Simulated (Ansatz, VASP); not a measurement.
# One calculation of BAs5, two programs

Contents of INCAR:

```
SYSTEM = BAs5
PREC     = Accurate       ! precision mode
ENCUT    = 600            ! plane-wave cutoff, eV
EDIFF    = 1E-6           ! SCF threshold, eV
ISMEAR   = 0              ! smearing method
SIGMA    = 0.1            ! smearing width, eV
LREAL    = .False.        ! projectors in reciprocal space
LASPH    = .True.         ! aspherical terms in the spheres
NELM     = 100            ! most SCF steps
ALGO     = Normal         ! electronic algorithm
ISIF     = 3              ! what is computed and relaxed
LWAVE    = .False.        ! write WAVECAR
LCHARG   = .False.        ! write CHGCAR
GGA      = PE             ! functional
IBRION   = 2              ! ionic algorithm
NSW      = 100            ! ionic steps
EDIFFG   = -0.01          ! ionic threshold
```

Contents of KPOINTS:

```
Automatic mesh
0
Gamma
  12 12 6
  0 0 0
```

The input POSCAR:

```
BAs5
1.0
    5.3797178278      0.0000000000      0.0000000000
   -2.6898589139      4.6589723040      0.0000000000
    0.0000000000      0.0000000000      6.9694526544
B As
1 5
Direct
    0.0000000000      0.0000000000      0.0000000000
    0.5000000000      0.0000000000      0.5000000000
    0.0000000000      0.5000000000      0.5000000000
    0.5000000000      0.5000000000      0.5000000000
    0.0000000000      0.0000000000      0.2704734398
    0.0000000000      0.0000000000      0.7295265602
```

Input for Ansatz:

```yaml
crystal:
  lattice:
    - [5.3797178278, 0.0, 0.0]
    - [-2.6898589139, 4.658972304, 0.0]
    - [0.0, 0.0, 6.9694526544]
  atoms:
    - { symbol: B, position: [0.0, 0.0, 0.0] }
    - { symbol: As, position: [0.5, 0.0, 0.5] }
    - { symbol: As, position: [0.0, 0.5, 0.5] }
    - { symbol: As, position: [0.5, 0.5, 0.5] }
    - { symbol: As, position: [0.0, 0.0, 0.2704734398] }
    - { symbol: As, position: [0.0, 0.0, 0.7295265602] }
basis:
  ecutwfc: 420
kpoints:
  mp_grid: { grid: [12, 12, 6] }
hamiltonian:
  xc: pbe
scf:
  occupations: { method: gaussian, width: 0.1 }
output:
  forces: true
  stress: true
  eigenvalues: true
  write_density: true
  write_potential: true
  elf: true
  volumetric_format: npy
relax:
  adjacent_minimum: "off"
  f_tol: 0.01
  max_steps: 80
  cell: { stress_tol: 0.05 }
```

Alike in both runs: task relaxation of cell and atoms; functional PBE; k mesh 12 × 12 × 6; occupations gaussian, width 0.1 eV; no spin polarisation.

|  | VASP | Ansatz |
| --- | --- | --- |
| version | VASP 6.6.1 | Ansatz 0.2.0 |
| potentials or method | VASP PAW PBE potentials, release 64 (B, As), cutoff 600 eV | scalar-relativistic, plane waves, PAW |
| valence electrons in the cell | 28 | 78 |

|  | VASP | Ansatz | Ansatz less VASP |
| --- | --- | --- | --- |
| gap on the k mesh at the Fermi level, each at its own relaxed structure (eV) | none | none | - |
| relaxed volume (Å³/atom) | 29.23 | 29.18 | -0.054 |
| relaxed length of the cell vector where the two differ most in proportion (Å) | 5.378 | 5.374 | -0.0035 |

A gap of «none» marks a metal or a gap that the smearing closes. VASP's potentials hold 28 valence electrons a cell and Ansatz's 78, so a difference there can come from the potentials and not from the codes.
